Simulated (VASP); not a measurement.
The system is BiAs (zincblende type).

```
Bi As
1.0
     0.00000    3.21951    3.21951
     3.21951    0.00000    3.21951
     3.21951    3.21951    0.00000
Bi As
1 1
Cartesian
  0.0000 0.0000 0.0000
  1.6098 1.6098 1.6098
```

* Program: VASP 6.6.1
* Task: relaxation of cell and atoms
* Functional: PBE
* Potentials or basis: VASP PAW PBE potentials, release 64 (Bi_d, As)
* Cutoff: 600 eV
* k mesh: 10 × 10 × 10
* Occupations: fermi-dirac, width 0.03 eV
* Spin: no spin polarisation

At the start: pressure 6.1 GPa; volume 33.37 Å³/atom.

Task: Where does the relaxation end?

Result: Over 3 steps the energy falls by 73.7 meV/atom and the volume is 37.69 Å³/atom (+13.0 %); space group F-43m (No. 216, to 0.1 Å) before and after.

The path:
```csv
step,energy change (eV),largest force (eV/Å),pressure (GPa),volume (Å³)
1,0.0000,0.0000,6.06,66.74
2,-0.1212,0.0000,-1.85,79.70
3,-0.1474,0.0000,0.00,75.39
```

Final structure:
```cif
data_structure
_symmetry_space_group_name_H-M 'P 1'
_symmetry_Int_Tables_number 1
_cell_length_a 4.7417
_cell_length_b 4.7417
_cell_length_c 4.7417
_cell_angle_alpha 60.000
_cell_angle_beta 60.000
_cell_angle_gamma 60.000
_cell_volume 75.39
loop_
_atom_site_label
_atom_site_type_symbol
_atom_site_fract_x
_atom_site_fract_y
_atom_site_fract_z
_atom_site_occupancy
Bi1 Bi 0.00000 0.00000 0.00000 1
As1 As 0.25000 0.25000 0.25000 1
```
